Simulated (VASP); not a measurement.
Runs of VASP 6.6.1 on Ta. The structure is that of space group Im-3m (No. 229), or close to it. The cells are those of the table. 

```csv
task,potentials or basis,cell,k mesh,cutoff (eV),smearing,second run,gap on the mesh (eV),pressure (GPa),relaxed volume (Å³/atom)
relaxation of cell and atoms,"VASP PAW LDA potentials, release 64 (Ta_pv)","relaxed from a = 2.866 Å, angles 109.5°, 1 atom",8 × 8 × 8,600,gaussian 0.1 eV,-,none,-0.1,(b)
relaxation of cell and atoms,"VASP PAW LDA potentials, release 64 (Ta_pv)","relaxed from a = 2.812 Å, angles 109.5°, 1 atom",16 × 16 × 16,600,gaussian 0.1 eV,-,none,0.0,17.28
relaxation of cell and atoms,"VASP PAW LDA potentials, release 64 (Ta_pv)","relaxed from a = 2.817 Å, angles 109.5°, 1 atom",18 × 18 × 18,600,fermi-dirac 0.15 eV,-,none,0.0,(a)
single point,"VASP PAW LDA potentials, release 64 (Ta_pv)","a = 2.812 Å, angles 109.5°, 1 atom",8 × 8 × 8,520,gaussian 0.1 eV,-,none,1.0,-
single point,"VASP PAW LDA potentials, release 64 (Ta_sv_GW)","a = 2.812 Å, angles 109.5°, 1 atom",8 × 8 × 8,500,gaussian 0.1 eV,valence_matched,none,-0.5,-
single point,"VASP PAW LDA potentials, release 64 (Ta_pv)","a = 2.817 Å, angles 109.5°, 1 atom",16 × 16 × 16,520,gaussian 0.1 eV,-,none,0.8,-
single point,"VASP PAW LDA potentials, release 64 (Ta_pv)","a = 2.819 Å, angles 109.5°, 1 atom",18 × 18 × 18,520,fermi-dirac 0.15 eV,-,none,0.9,-
relaxation of cell and atoms,"VASP PAW LDA potentials, release 64 (Ta_sv_GW)","relaxed from a = 2.866 Å, angles 109.5°, 1 atom",8 × 8 × 8,500,gaussian 0.1 eV,valence_matched,none,-0.1,17.11
```

Alike in all rows: level LDA; no spin polarisation.

Q: Fill in the values left out.

A: (a) 17.32; (b) 17.20.

Caveats: spin-orbit coupling is left out, which moves the levels of the heavy elements.

A k mesh can miss the band edges, and the runs leave out spin-orbit coupling on Ta.

A gap of «none» marks levels without a gap at the run's occupations.

The runs don't all hold the same shells in valence.
